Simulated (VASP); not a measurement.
# CoO (Fm-3m) in VASP: further runs

CoO is run at these levels: revPBE+D4, PBE; tasks: single point.

Program: VASP 6.6.1. These are calculated values, not measurements. Logs are shortened: lines on timing, memory, paths and dates and some standing lists are left out, and cuts for length are marked.

## 1. The cell of the first run

Symmetry: Fm-3m, No. 225, cubic system. The conventional cell has a = 4.230 Å, b = 4.230 Å, c = 4.230 Å, α = 90.00°, β = 90.00°, γ = 90.00°. Co (site symmetry m-3m) has 6 O at 2.11 Å within 2.8 Å. O (site symmetry m-3m) has 6 Co at 2.11 Å within 2.8 Å.

## 2. Single point, revPBE+D4, collinear spin, ferromagnetic start

INCAR reads:

```
SYSTEM = CoO
PREC = Accurate ; ENCUT = 700
EDIFF = 1E-6 ; ISMEAR = -1
SIGMA = 0.05 ; LREAL = .FALSE.
LASPH = .TRUE. ; NELM = 200
ALGO = Normal ; ISIF = 2
LWAVE = .FALSE. ; LCHARG = .FALSE.
ISPIN = 2 ; MAGMOM = 2 0
LORBIT = 11 ; LMAXMIX = 4
GGA = RE ; IVDW = 13
NBANDS = 22 ; GGA_COMPAT = .FALSE.
```

KPOINTS reads:

```
regular mesh
0
G
  11 11 11
  0 0 0
```

POSCAR reads:

```
CoO
1.0
    0.0000000000      2.1149739356      2.1149739356
    2.1149739356      0.0000000000      2.1149739356
    2.1149739356      2.1149739356      0.0000000000
Co O
1 1
Direct
    0.0000000000      0.0000000000      0.0000000000
    0.5000000000      0.5000000000      0.5000000000
```

Potentials or basis: VASP PAW PBE potentials, release 64 (Co_sv, O).

Launch:

```sh
> cat potpaw_PBE.64/Co_sv/POTCAR potpaw_PBE.64/O/POTCAR > POTCAR
> mpirun -np 1 vasp_std > vasp.out
```

OUTCAR:

```text
SYSTEM = CoO
   PREC = Accurate
   ENCUT = 700
   EDIFF = 1E-6
   ISMEAR = -1
   LREAL = .FALSE.
   LASPH = .TRUE.
   NELM = 200
   ISIF = 2
   ISPIN = 2
   LORBIT = 11
   GGA = RE
   IVDW = 13

 ion  position               nearest neighbor table
   1  0.000  0.000  0.000-   2 2.11   2 2.11   2 2.11   2 2.11   2 2.11   2 2.11
   2  0.500  0.500  0.500-   1 2.11   1 2.11   1 2.11   1 2.11   1 2.11   1 2.11

  LATTYP: Found a face centered cubic cell.
 ALAT       =     4.2299478712

  Lattice vectors:

 A1 = (   0.0000000000,   2.1149739356,   2.1149739356)
 A2 = (   2.1149739356,   0.0000000000,   2.1149739356)
 A3 = (   2.1149739356,   2.1149739356,   0.0000000000)

Analysis of symmetry for initial positions (statically):
=====================================================================
 Subroutine PRICEL returns:
 Original cell was already a primitive cell.

 Routine SETGRP: Setting up the symmetry group for a
 face centered cubic supercell.

 Subroutine GETGRP returns: Found 48 space group operations
 (whereof 48 operations were pure point group operations)
 out of a pool of 48 trial point group operations.

The static configuration has the point symmetry O_h .

Analysis of symmetry for dynamics (positions and initial velocities):
=====================================================================
 Subroutine PRICEL returns:
 Original cell was already a primitive cell.

 Routine SETGRP: Setting up the symmetry group for a
 face centered cubic supercell.

 Subroutine GETGRP returns: Found 48 space group operations
 (whereof 48 operations were pure point group operations)
 out of a pool of 48 trial point group operations.

The dynamic configuration has the point symmetry O_h .

Analysis of structural, dynamic, and magnetic symmetry:
=====================================================================
 Subroutine PRICEL returns:
 Original cell was already a primitive cell.

 Routine SETGRP: Setting up the symmetry group for a
 face centered cubic supercell.

 Subroutine GETGRP returns: Found 48 space group operations
 (whereof 48 operations were pure point group operations)
 out of a pool of 48 trial point group operations.

The overall configuration has the point symmetry O_h .

 Subroutine INISYM returns: Found 48 space group operations
 (whereof 48 operations are pure point group operations),
 and found     1 'primitive' translations

----------------------------------------------------------------------------------------

                                     Primitive cell
[... 114 lines left out ...]
  Thomas-Fermi vector in A             =   2.818524
   LORBIT       =     11    0 simple, 1 ext, 2 COOP (PROOUT), +10 PAW based schemes
   GGA     = RE    functional components
   LHFCALC =     F    Hartree Fock is set to
   AEXX    =    0.0000 exact exchange contribution
   IVDW    =    13    specifies the selected vdW correction
   LEPSILON=     F    determine dielectric tensor
   LRPA    =     F    only Hartree local field effects (RPA)
 spin polarized calculation
  energy-cutoff  :      700.00
  volume of cell :       18.92
 maximum number of plane-waves:       821
 NGX is ok and might be reduce to    28
   NGX = 13   NGY = 13   NGZ = 13

 number of electron      22.9999998 magnetization       2.8933636

 Free energy of the ion-electron system (eV)
  ---------------------------------------------------
  ext. energy  EPLUGINS =         0.00000000
  ---------------------------------------------------
  free energy    TOTEN  =       -12.41112521 eV

  energy without entropy =      -12.37748521  energy(sigma->0) =      -12.39430521

 E-fermi :   9.3591     XC(G=0): -12.6758

 val. band max:        9.3587219002   @ k =  -0.2727   0.1818   0.0000
 cond. band min:       9.3626121395   @ k =  -0.1818   0.2727   0.0909
 fundamental gap:      0.0038902393
 Fermi energy:         9.3591031249

 spin component 1

 k-point     1 :       0.0000    0.0000    0.0000
  band No.  band energies     occupation
      1     -87.6582      1.00000
      2     -50.8599      1.00000
      3     -50.8599      1.00000
      4     -50.8599      1.00000
      5     -11.1347      1.00000
      6       6.0382      1.00000
[... 589 lines left out ...]
     21      37.3862      0.00000
     22      39.1453      0.00000

 [... further k-points ...]

 spin component 2

 k-point     1 :       0.0000    0.0000    0.0000
  band No.  band energies     occupation
      1     -84.6059      1.00000
      2     -47.8678      1.00000
      3     -47.8678      1.00000
      4     -47.8677      1.00000
      5     -10.6508      1.00000
      6       6.6471      1.00000
[... 589 lines left out ...]
     21      37.9918      0.00000
     22      39.7081      0.00000

 [... further k-points ...]

------------------------ aborting loop because EDIFF is reached ----------------------------------------

  DFT-D4 for vdW energy calculation

  Edisp (eV):   -1.08032

  FORCE on cell =-STRESS in cart. coord.  units (eV):
  Direction    XX          YY          ZZ          XY          YZ          ZX
  --------------------------------------------------------------------------------------
  -------------------------------------------------------------------------------------
  Total      -0.12858    -0.12858    -0.12858     0.00000     0.00000     0.00000
  in kB     -10.88739   -10.88739   -10.88739     0.00000     0.00000     0.00000
  external pressure =      -10.89 kB  Pullay stress =        0.00 kB

 VOLUME and BASIS-vectors are now :
 -----------------------------------------------------------------------------
  energy-cutoff  :      700.00
  volume of cell :       18.92
      direct lattice vectors                 reciprocal lattice vectors
     0.000000000  2.114973936  2.114973936    -0.236409533  0.236409533  0.236409533
     2.114973936  0.000000000  2.114973936     0.236409533 -0.236409533  0.236409533
     2.114973936  2.114973936  0.000000000     0.236409533  0.236409533 -0.236409533

 POSITION                                       TOTAL-FORCE (eV/Angst)
 -----------------------------------------------------------------------------------
      0.00000      0.00000      0.00000         0.000000     -0.000000      0.000000
      2.11497      2.11497      2.11497        -0.000000      0.000000     -0.000000
 -----------------------------------------------------------------------------------
    total drift:                                0.000000      0.000000      0.000000

  FREE ENERGIE OF THE ION-ELECTRON SYSTEM (eV)
  ---------------------------------------------------
  free  energy   TOTEN  =       -13.4914487067 eV

  energy  without entropy=      -13.4578087060  energy(sigma->0) =      -13.47462871

 total charge

# of ion       s       p       d       tot
------------------------------------------
    1        2.142   6.068   6.675  14.885
    2        1.555   3.448   0.000   5.003
--------------------------------------------------
tot          3.698   9.516   6.675  19.889

 magnetization (x)

# of ion       s       p       d       tot
------------------------------------------
    1        0.014   0.010   2.484   2.508
    2        0.029   0.258   0.000   0.287
--------------------------------------------------
tot          0.043   0.268   2.484   2.795
```

Run time: 2.4 min. Hardware: 1 thread of AMD EPYC 7R43 (Zen 3), shared host; peak memory 0.17 GiB.

What came out:

| Quantity | Value |
| --- | --- |
| Free energy | -13.4914 eV |
| Pressure | -1.1 GPa |
| Net moment | 2.89 μB per cell |
| Site moments | Co +2.51; O +0.29 μB |
| Valence electrons inside the program's atomic spheres | Co 14.88; O 5.00 |
| Dispersion energy per atom | -0.540 eV |

Caveat: the PAW data sets were made with another functional, which shifts forces and pressure a little; a cell with one magnetic atom can't hold antiferromagnetic order, which such compounds often take; semilocal functionals often make such compounds metallic where correlation or magnetic order opens a gap, which also shifts bond lengths.

## 3. Single point, PBE, collinear spin, ferromagnetic start

This run uses another cell than the first one, of 9.68 Å³/atom.

INCAR reads:

```
PREC     = Accurate       # precision mode
ENCUT    = 700            # plane-wave cutoff, eV
EDIFF    = 1E-6           # SCF threshold, eV
ISMEAR   = -1             # smearing method
SIGMA    = 0.05           # smearing width, eV
LREAL    = F              # projectors in reciprocal space
LASPH    = T              # aspherical terms in the spheres
NELM     = 200            # most SCF steps
ALGO     = Normal         # electronic algorithm
ISIF     = 2              # what is computed and relaxed
LWAVE    = F              # write WAVECAR
LCHARG   = F              # write CHGCAR
ISPIN    = 2              # spin polarisation
MAGMOM   = 2 0            # initial moments
LORBIT   = 11             # projections on sites
LMAXMIX  = 4              # l up to which the mixer works
GGA      = PE             # functional
NBANDS   = 22             # bands
GGA_COMPAT= F
```

KPOINTS reads:

```
regular mesh
0
Gamma
  6 6 6
```

POSCAR reads:

```
CoO
1.0
    0.0000000000      2.1315000000      2.1315000000
    2.1315000000      0.0000000000      2.1315000000
    2.1315000000      2.1315000000      0.0000000000
Co O
1 1
Direct
    0.0000000000      0.0000000000      0.0000000000
    0.5000000000      0.5000000000      0.5000000000
```

Potentials or basis: VASP PAW PBE potentials, release 64 (Co_sv, O).

Launch:

```sh
> cat potpaw_PBE.64/Co_sv/POTCAR potpaw_PBE.64/O/POTCAR > POTCAR
> mpirun -np 1 vasp_std > vasp.out
```

OUTCAR:

```text
PREC = Accurate
   ENCUT = 700
   EDIFF = 1E-6
   ISMEAR = -1
   LREAL = F
   LASPH = T
   NELM = 200
   ISIF = 2
   ISPIN = 2
   LORBIT = 11
   GGA = PE

 ion  position               nearest neighbor table
   1  0.000  0.000  0.000-   2 2.13   2 2.13   2 2.13   2 2.13   2 2.13   2 2.13
   2  0.500  0.500  0.500-   1 2.13   1 2.13   1 2.13   1 2.13   1 2.13   1 2.13

  LATTYP: Found a face centered cubic cell.
 ALAT       =     4.2630000000

  Lattice vectors:

[... 1002 lines left out ...]
  in kB      -41.7863162    -41.7863162    -41.7863162      0.0000000      0.0000000      0.0000000
  external PRESSURE =     -41.7863162 kB  Pullay stress =       0.0000000 kB

 VOLUME and BASIS-vectors are now :
 -----------------------------------------------------------------------------
  energy-cutoff  :      700.00
  volume of cell :       19.37
      direct lattice vectors                 reciprocal lattice vectors
     0.000000000  2.131500000  2.131500000    -0.234576589  0.234576589  0.234576589
     2.131500000  0.000000000  2.131500000     0.234576589 -0.234576589  0.234576589
     2.131500000  2.131500000  0.000000000     0.234576589  0.234576589 -0.234576589

 POSITION                                       TOTAL-FORCE (eV/Angst)
 -----------------------------------------------------------------------------------
      0.00000      0.00000      0.00000        -0.000000      0.000000     -0.000000
      2.13150      2.13150      2.13150         0.000000     -0.000000      0.000000
 -----------------------------------------------------------------------------------
    total drift:                                0.000000      0.000000      0.000000

  FREE ENERGIE OF THE ION-ELECTRON SYSTEM (eV)
  ---------------------------------------------------
  free  energy   TOTEN  =       -13.1518672263 eV

  energy  without entropy=      -13.1166113891  energy(sigma->0) =      -13.13423931

 total charge

# of ion       s       p       d       tot
------------------------------------------
    1        2.141   6.061   6.677  14.878
    2        1.552   3.423   0.000   4.975
--------------------------------------------------
tot          3.693   9.484   6.677  19.854

 magnetization (x)

# of ion       s       p       d       tot
------------------------------------------
    1        0.013   0.010   2.414   2.437
    2        0.028   0.228   0.000   0.256
--------------------------------------------------
tot          0.041   0.238   2.414   2.693
```

OSZICAR:

```text
N       E                     dE             d eps       ncg     rms          rms(c)
DAV:   1     0.277443437397E+03    0.27744E+03   -0.14428E+04  1788   0.293E+03
DAV:   2    -0.255300660052E+01   -0.28000E+03   -0.26574E+03  2078   0.718E+02
DAV:   3    -0.155611299863E+02   -0.13008E+02   -0.12780E+02  1994   0.134E+02
DAV:   4    -0.156649378610E+02   -0.10381E+00   -0.10376E+00  1704   0.105E+01
DAV:   5    -0.156681494505E+02   -0.32116E-02   -0.32115E-02  1968   0.202E+00    0.176E+01
DAV:   6    -0.144116984847E+02    0.12565E+01   -0.19065E+01  2242   0.859E+01    0.274E+01
DAV:   7    -0.132067839709E+02    0.12049E+01   -0.66923E+00  1934   0.592E+01    0.829E+00
DAV:   8    -0.131599814637E+02    0.46803E-01   -0.29841E-01  2046   0.660E+00    0.525E+00
DAV:   9    -0.131635875688E+02   -0.36061E-02   -0.11340E-01  2580   0.497E+00    0.285E+00
DAV:  10    -0.131541551816E+02    0.94324E-02   -0.36391E-02  2132   0.362E+00    0.912E-01
DAV:  11    -0.131516878597E+02    0.24673E-02   -0.13403E-02  2400   0.183E+00    0.172E-01
DAV:  12    -0.131519083730E+02   -0.22051E-03   -0.11541E-03  1896   0.393E-01    0.169E-01
DAV:  13    -0.131518796624E+02    0.28711E-04   -0.13819E-04  2166   0.179E-01    0.678E-02
DAV:  14    -0.131518665185E+02    0.13144E-04   -0.45170E-05  2442   0.886E-02    0.203E-02
DAV:  15    -0.131518672662E+02   -0.74769E-06   -0.10632E-05  1818   0.455E-02    0.142E-02
DAV:  16    -0.131518672263E+02    0.39876E-07   -0.50527E-07   944   0.110E-02
   1 F= -.13151867E+02 E0= -.13134239E+02  d E =-.352558E-01  mag=     2.7954
```

Wall time 23 s (1 thread of Intel Xeon Platinum 8488C (Sapphire Rapids), shared host); peak memory 0.17 GiB.

Results:

| Item | Value |
| --- | --- |
| Free energy | -13.1519 eV |
| Pressure | -4.2 GPa |
| Net moment | 2.79 μB per cell |
| Site moments | Co +2.44; O +0.26 μB |
| Valence electrons inside the program's atomic spheres | Co 14.88; O 4.97 |

Caveat: the k points lie up to 0.43 Å⁻¹ apart; a cell with one magnetic atom can't hold antiferromagnetic order, which such compounds often take; semilocal functionals often make such compounds metallic where correlation or magnetic order opens a gap, which also shifts bond lengths.

(Continued in part 2 of 2.)
